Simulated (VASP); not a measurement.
# WS2 in VASP: notebook

Runs on WS2. Level: LDA. Tasks: single point.

Everything below comes from runs of VASP 6.6.1. Logs are shortened: lines on timing, memory, paths and dates and some standing lists are left out, and cuts for length are marked.

## 1. The cell of the first run

The cell holds a sheet with vacuum, 3 atoms: a = 3.125 Å, b = 3.125 Å, c = 21.140 Å, α = 90.00°, β = 90.00°, γ = 120.00°.

## 2. Single point, LDA

File INCAR:

```
SYSTEM = WS2
PREC     = Accurate       ! precision mode
ENCUT    = 520            ! plane-wave cutoff, eV
EDIFF    = 1E-7           ! SCF threshold, eV
ISMEAR   = 0              ! smearing method
SIGMA    = 0.01           ! smearing width, eV
LREAL    = .False.        ! projectors in reciprocal space
LASPH    = .True.         ! aspherical terms in the spheres
NELM     = 80             ! most SCF steps
ALGO     = Normal         ! electronic algorithm
ISIF     = 2              ! what is computed and relaxed
LWAVE    = .False.        ! write WAVECAR
LCHARG   = .False.        ! write CHGCAR
GGA      = CA             ! functional
NBANDS   = 20             ! bands
```

File KPOINTS:

```
Automatic mesh
0
Gamma
  12 12 1
  0 0 0
```

File POSCAR:

```
WS2
1.0
    3.1253827114      0.0000000000      0.0000000000
   -1.5626913557      2.7066608247      0.0000000000
    0.0000000000      0.0000000000     21.1400000000
S W
2 1
Direct
    0.0000000000      0.0000000000      0.4261824974
    0.0000000000      0.0000000000      0.5738175026
    0.3333333333      0.6666666667      0.5000000000
```

Potentials or basis: VASP PAW LDA potentials, release 64 (S, W_sv).

On the command line:

```console
> cat potpaw_LDA.64/S/POTCAR potpaw_LDA.64/W_sv/POTCAR > POTCAR
> mpirun -np 1 vasp_std > vasp.out
```

OUTCAR:

```text
SYSTEM = WS2
   PREC = Accurate
   ENCUT = 520
   EDIFF = 1E-7
   ISMEAR = 0
   LREAL = .False.
   LASPH = .True.
   NELM = 80
   ISIF = 2
   GGA = CA

 ion  position               nearest neighbor table
   1  0.000  0.000  0.426-   3 2.39   3 2.39   3 2.39
   2  0.000  0.000  0.574-   3 2.39   3 2.39   3 2.39
   3  0.333  0.667  0.500-   1 2.39   2 2.39   1 2.39   2 2.39   1 2.39   2 2.39

  LATTYP: Found a hexagonal cell.
 ALAT       =     3.1253827114
 C/A-ratio  =     6.7639716323

  Lattice vectors:

 A1 = (   3.1253827114,   0.0000000000,   0.0000000000)
 A2 = (  -1.5626913557,   2.7066608247,   0.0000000000)
 A3 = (   0.0000000000,   0.0000000000,  21.1400000000)

Analysis of symmetry for initial positions (statically):
=====================================================================
 Subroutine PRICEL returns:
 Original cell was already a primitive cell.

 Routine SETGRP: Setting up the symmetry group for a
 hexagonal supercell.

 Subroutine GETGRP returns: Found 12 space group operations
 (whereof 12 operations were pure point group operations)
 out of a pool of 24 trial point group operations.

The static configuration has the point symmetry D_3h.

Analysis of symmetry for dynamics (positions and initial velocities):
=====================================================================
 Subroutine PRICEL returns:
 Original cell was already a primitive cell.

 Routine SETGRP: Setting up the symmetry group for a
 hexagonal supercell.

 Subroutine GETGRP returns: Found 12 space group operations
 (whereof 12 operations were pure point group operations)
 out of a pool of 24 trial point group operations.

The dynamic configuration has the point symmetry D_3h.

 Subroutine INISYM returns: Found 12 space group operations
 (whereof 12 operations are pure point group operations),
 and found     1 'primitive' translations

----------------------------------------------------------------------------------------

                                     Primitive cell

  volume of cell :     178.8307

  direct lattice vectors                    reciprocal lattice vectors
     3.125382711  0.000000000  0.000000000     0.319960815  0.184729463  0.000000000
    -1.562691356  2.706660825  0.000000000     0.000000000  0.369458926  0.000000000
     0.000000000  0.000000000 21.140000000     0.000000000  0.000000000  0.047303690

  length of vectors
     3.125382711  3.125382711 21.140000000     0.369458926  0.369458926  0.047303690

  position of ions in fractional coordinates (direct lattice)
     0.000000000  0.000000000  0.426182497
     0.000000000  0.000000000  0.573817503
     0.333333333  0.666666667  0.500000000

  ion indices of the primitive-cell ions
   primitive index   ion index
                 1           1
                 2           2
                 3           3

----------------------------------------------------------------------------------------

 KPOINTS: Automatic mesh

Automatic generation of k-mesh.
 Grid dimensions read from file:
 generate k-points for:   12   12    1

 Generating k-lattice:

  Cartesian coordinates                     Fractional coordinates (reciprocal lattice)
     0.026663401  0.015394122  0.000000000     0.083333333 -0.000000000  0.000000000
     0.000000000  0.030788244  0.000000000     0.000000000  0.083333333  0.000000000
     0.000000000  0.000000000  0.047303690     0.000000000  0.000000000  1.000000000

  Length of vectors
     0.030788244  0.030788244  0.047303690

  Shift w.r.t. Gamma in fractional coordinates (k-lattice)
     0.000000000  0.000000000  0.000000000

 Subroutine IBZKPT returns following result:
 ===========================================

 Found     19 irreducible k-points:

 Following reciprocal coordinates:
            Coordinates               Weight
  0.000000  0.000000  0.000000      1.000000
  0.083333 -0.000000  0.000000      6.000000
  0.166667 -0.000000  0.000000      6.000000
  0.250000 -0.000000  0.000000      6.000000
  0.333333 -0.000000  0.000000      6.000000
  0.416667 -0.000000  0.000000      6.000000
[... 11 lines left out ...]
  0.333333  0.250000  0.000000     12.000000
  0.333333  0.333333  0.000000      2.000000
   k-points           NKPTS =     19   k-points in BZ     NKDIM =     19   number of bands    NBANDS=     20
   number of dos      NEDOS =    301   number of ions     NIONS =      3
   total plane-waves  NPLWV =  92160
   dimension x,y,z NGX =    24 NGY =   24 NGZ =  160
   dimension x,y,z NGXF=    48 NGYF=   48 NGZF=  320
   ions per type =               2   1
   NGX,Y,Z   is equivalent  to a cutoff of  12.77, 12.77, 12.58 a.u.
   NGXF,Y,Z  is equivalent  to a cutoff of  25.53, 25.53, 25.16 a.u.
 SYSTEM =  WS2
   PREC   = accura    normal or accurate (medium, high low for compatibility)
   ISTART =      0    job   : 0-new  1-cont  2-samecut
   ICHARG =      2    charge: 1-file 2-atom 10-const
   ISPIN  =      1    spin polarized calculation?
   LNONCOLLINEAR =      F non collinear calculations
   LSORBIT =      F    spin-orbit coupling
   LASPH  =      T    aspherical Exc in radial PAW
   ENCUT  =  520.0 eV  38.22 Ry    6.18 a.u.   5.81  5.81 39.31*2*pi/ulx,y,z
   NELM   =     80;   NELMIN=  2; NELMDL= -5     # of ELM steps
   EDIFF  = 0.1E-06   stopping-criterion for ELM
   LREAL  =      F    real-space projection
   EDIFFG = 0.1E-05   stopping-criterion for IOM
   NSW    =      0    number of steps for IOM
   IBRION =     -1    ionic relax: 0-MD 1-quasi-New 2-CG
   NFREE  =      0    steps in history (QN), initial steepest desc. (CG)
   ISIF   =      2    stress and relaxation
   ISYM   =      2    0-nonsym 1-usesym 2-fastsym
   POTIM  = 0.5000    time-step for ionic-motion
   TEBEG  =    0.0;   TEEND  =   0.0 temperature during run
   PSTRESS=    0.0 pullay stress
   NELECT =      26.0000    total number of electrons
   NUPDOWN=      -1.0000    fix difference up-down
   EMIN   =  10.00;   EMAX   =-10.00  energy-range for DOS
   EFERMI =   0.00;   METHOD = LEGACY
   ISMEAR =     0;   SIGMA  =   0.01  broadening in eV -4-tet -1-fermi 0-gaus
   EFERMI_NEDOS =   21; number of points for ismear=-14 and -15
   IALGO  =     38    algorithm
   IMIX   =      4    mixing-type and parameters
     AMIX     =   0.40;   BMIX     =  1.00
     AMIX_MAG =   1.60;   BMIX_MAG =  1.00
  volume/ion in A,a.u.               =      59.61       402.27
  Fermi-wavevector in a.u.,A,eV,Ry     =   0.860832  1.626737 10.082358  0.741032
  Thomas-Fermi vector in A             =   1.978396
   LORBIT       =      0    0 simple, 1 ext, 2 COOP (PROOUT), +10 PAW based schemes
   GGA     = CA    functional components
   LHFCALC =     F    Hartree Fock is set to
   AEXX    =    0.0000 exact exchange contribution
   IVDW    =     0    specifies the selected vdW correction
   LEPSILON=     F    determine dielectric tensor
   LRPA    =     F    only Hartree local field effects (RPA)
 non-spin polarized calculation
 Gauss-broadening in eV      SIGMA  =   0.01
  energy-cutoff  :      520.00
  volume of cell :      178.83
 maximum number of plane-waves:      4846
 NGX is ok and might be reduce to    24
   NGX = 11   NGY = 11   NGZ = 79

 number of electron      25.9999994 magnetization

 Free energy of the ion-electron system (eV)
  ---------------------------------------------------
  ext. energy  EPLUGINS =         0.00000000
  ---------------------------------------------------
  free energy    TOTEN  =       -26.15227527 eV

  energy without entropy =      -26.15227527  energy(sigma->0) =      -26.15227527

 E-fermi :  -2.0126     XC(G=0):  -3.7780

 val. band max:       -2.1876819679   @ k =   0.3333   0.3333   0.0000
 cond. band min:      -0.1887898368   @ k =   0.3333   0.3333   0.0000
 fundamental gap:      1.9988921310
 Fermi energy:        -2.0126487047

 k-point     1 :       0.0000    0.0000    0.0000
  band No.  band energies     occupation
      1     -75.6300      2.00000
      2     -40.1950      2.00000
      3     -39.9711      2.00000
      4     -39.9711      2.00000
      5     -17.0905      2.00000
      6     -15.3515      2.00000
[... 12 lines left out ...]
     19       3.3792      0.00000
     20       3.6432      0.00000

 k-point     2 :       0.0833   -0.0000    0.0000
  band No.  band energies     occupation
      1     -75.6285      2.00000
      2     -40.1898      2.00000
      3     -39.9998      2.00000
      4     -39.9777      2.00000
      5     -16.9657      2.00000
      6     -15.3069      2.00000
[... 12 lines left out ...]
     19       3.5214      0.00000
     20       4.0162      0.00000

 k-point     3 :       0.1667   -0.0000    0.0000
  band No.  band energies     occupation
      1     -75.6243      2.00000
      2     -40.1755      2.00000
      3     -40.0773      2.00000
      4     -39.9957      2.00000
      5     -16.6100      2.00000
      6     -15.1803      2.00000
[... 12 lines left out ...]
     19       3.9306      0.00000
     20       4.6183      0.00000

 k-point     4 :       0.2500   -0.0000    0.0000
  band No.  band energies     occupation
      1     -75.6186      2.00000
      2     -40.1817      2.00000
      3     -40.1560      2.00000
      4     -40.0201      2.00000
      5     -16.0801      2.00000
      6     -14.9939      2.00000
[... 12 lines left out ...]
     19       4.5426      0.00000
     20       5.2385      0.00000

 k-point     5 :       0.3333   -0.0000    0.0000
  band No.  band energies     occupation
      1     -75.6130      2.00000
      2     -40.2842      2.00000
      3     -40.1364      2.00000
      4     -40.0444      2.00000
      5     -15.4763      2.00000
      6     -14.7882      2.00000
[... 12 lines left out ...]
     19       5.1089      0.00000
     20       5.3589      0.00000

 k-point     6 :       0.4167   -0.0000    0.0000
  band No.  band energies     occupation
      1     -75.6088      2.00000
      2     -40.3582      2.00000
      3     -40.1220      2.00000
      4     -40.0621      2.00000
      5     -14.9607      2.00000
      6     -14.6222      2.00000
[... 12 lines left out ...]
     19       5.3374      0.00000
     20       5.5790      0.00000

 k-point     7 :       0.5000   -0.0000    0.0000
  band No.  band energies     occupation
      1     -75.6073      2.00000
      2     -40.3850      2.00000
      3     -40.1167      2.00000
      4     -40.0686      2.00000
      5     -14.7485      2.00000
      6     -14.5574      2.00000
[... 12 lines left out ...]
     19       5.4685      0.00000
     20       5.8263      0.00000
[... 162 lines left out ...]
 k-point    15 :       0.3333    0.1667    0.0000
  band No.  band energies     occupation
      1     -75.6073      2.00000
      2     -40.3335      2.00000
      3     -40.1225      2.00000
      4     -40.1167      2.00000
      5     -14.7742      2.00000
      6     -14.5326      2.00000
[... 12 lines left out ...]
     19       6.2088      0.00000
     20       6.3517      0.00000

 k-point    16 :       0.4167    0.1667    0.0000
  band No.  band energies     occupation
      1     -75.6060      2.00000
      2     -40.3514      2.00000
      3     -40.1338      2.00000
      4     -40.1122      2.00000
      5     -14.5867      2.00000
      6     -14.4689      2.00000
[... 12 lines left out ...]
     19       6.6515      0.00000
     20       7.0646      0.00000

 k-point    17 :       0.2500    0.2500    0.0000
  band No.  band energies     occupation
      1     -75.6073      2.00000
      2     -40.3090      2.00000
      3     -40.1478      2.00000
      4     -40.1168      2.00000
      5     -14.7825      2.00000
      6     -14.5242      2.00000
[... 12 lines left out ...]
     19       6.0131      0.00000
     20       6.3798      0.00000

 k-point    18 :       0.3333    0.2500    0.0000
  band No.  band energies     occupation
      1     -75.6052      2.00000
      2     -40.3139      2.00000
      3     -40.1895      2.00000
      4     -40.1096      2.00000
      5     -14.4930      2.00000
      6     -14.4141      2.00000
[... 12 lines left out ...]
     19       5.7290      0.00000
     20       6.9677      0.00000

 k-point    19 :       0.3333    0.3333    0.0000
  band No.  band energies     occupation
      1     -75.6044      2.00000
      2     -40.2810      2.00000
      3     -40.2398      2.00000
      4     -40.1069      2.00000
      5     -14.3872      2.00000
      6     -14.3662      2.00000
[... 12 lines left out ...]
     19       5.0798      0.00000
     20       7.1249      0.00000

------------------------ aborting loop because EDIFF is reached ----------------------------------------

  FORCE on cell =-STRESS in cart. coord.  units (eV):
  Direction    XX          YY          ZZ          XY          YZ          ZX
  --------------------------------------------------------------------------------------
  -------------------------------------------------------------------------------------
  Total        0.1354559      0.1354559      0.1263169      0.0000000      0.0000000      0.0000000
  in kB        1.2135746      1.2135746      1.1316966      0.0000000      0.0000000      0.0000000
  external PRESSURE =       1.1862819 kB  Pullay stress =       0.0000000 kB

 VOLUME and BASIS-vectors are now :
 -----------------------------------------------------------------------------
  energy-cutoff  :      520.00
  volume of cell :      178.83
      direct lattice vectors                 reciprocal lattice vectors
     3.125382711  0.000000000  0.000000000     0.319960815  0.184729463  0.000000000
    -1.562691356  2.706660825  0.000000000     0.000000000  0.369458926  0.000000000
     0.000000000  0.000000000 21.140000000     0.000000000  0.000000000  0.047303690

 POSITION                                       TOTAL-FORCE (eV/Angst)
 -----------------------------------------------------------------------------------
      0.00000      0.00000      9.00950        -0.000000     -0.000000     -0.049508
      0.00000      0.00000     12.13050        -0.000000     -0.000000      0.049508
     -0.00000      1.80444     10.57000         0.000000      0.000000      0.000000
 -----------------------------------------------------------------------------------
    total drift:                                0.000000     -0.000000     -0.000000

  FREE ENERGIE OF THE ION-ELECTRON SYSTEM (eV)
  ---------------------------------------------------
  free  energy   TOTEN  =       -26.1522752744 eV

  energy  without entropy=      -26.1522752744  energy(sigma->0) =      -26.15227527
```

Wall time 3 min (1 thread of AMD EPYC 7R43 (Zen 3), shared host); peak memory 0.22 GiB.

What came out:

- Free energy: -26.1523 eV
- Largest force: 0.050 eV/Å
- Band gap on the k mesh: 2.00 eV, direct

Forces on the atoms (eV/Å):
```
S    0.000  0.000 -0.050
S    0.000  0.000  0.050
W    0.000  0.000  0.000
```

Caveat: spin-orbit coupling is left out, which moves the levels of the heavy elements.

## 3. Single point, LDA

This run uses another cell than the first one, of 60.94 Å³/atom, 1.022 times its volume.

File INCAR:

```
ALGO = Normal ; EDIFF = 1E-6
ENCUT = 520 ; GGA = CA
ISIF = 2 ; ISMEAR = 0
LASPH = True ; LCHARG = False
LREAL = False ; LWAVE = False
NBANDS = 20 ; NELM = 80
PREC = Accurate ; SIGMA = 0.01
```

File KPOINTS:

```
k-points
0
Gamma
  12 12 1
```

File POSCAR:

```
WS2
1.0
    3.1600000000      0.0000000000      0.0000000000
   -1.5800000000      2.7366402760      0.0000000000
    0.0000000000      0.0000000000     21.1400000000
S W
2 1
Direct
    0.0000000000      0.0000000000      0.4257332072
    0.0000000000      0.0000000000      0.5742667928
    0.3333333333      0.6666666667      0.5000000000
```

Potentials or basis: VASP PAW LDA potentials, release 64 (S, W_sv).

On the command line:

```console
> cat potpaw_LDA.64/S/POTCAR potpaw_LDA.64/W_sv/POTCAR > POTCAR
> mpirun -np 1 vasp_std > vasp.out
```

Run time: 1.9 min. Hardware: 1 thread of AMD EPYC 7R43 (Zen 3), shared host; peak memory 0.23 GiB.

It converged, with:

```yaml
Free_energy: -26.1345 eV
Largest_force: 0.401 eV/Å
Band_gap_on_the_k_mesh: 1.89 eV, direct
```

Forces on the atoms (eV/Å):
```
S    0.000  0.000  0.401
S    0.000  0.000 -0.401
W    0.000  0.000  0.000
```

Levels at points of the mesh, in eV from the valence-band top:
```
           k point  band 9  band 10  band 11  band 12  band 13  band 14  band 15  band 16  band 17  band 18
(0.00, 0.00, 0.00)   -2.82    -2.14    -1.56    -1.56    -0.11     2.95     2.95     3.12     3.12     5.11
(0.50, 0.00, 0.00)   -4.42    -3.39    -2.12    -1.16    -0.90     2.92     3.35     4.04     4.79     5.13
```

Caveat: spin-orbit coupling is left out, which moves the levels of the heavy elements.
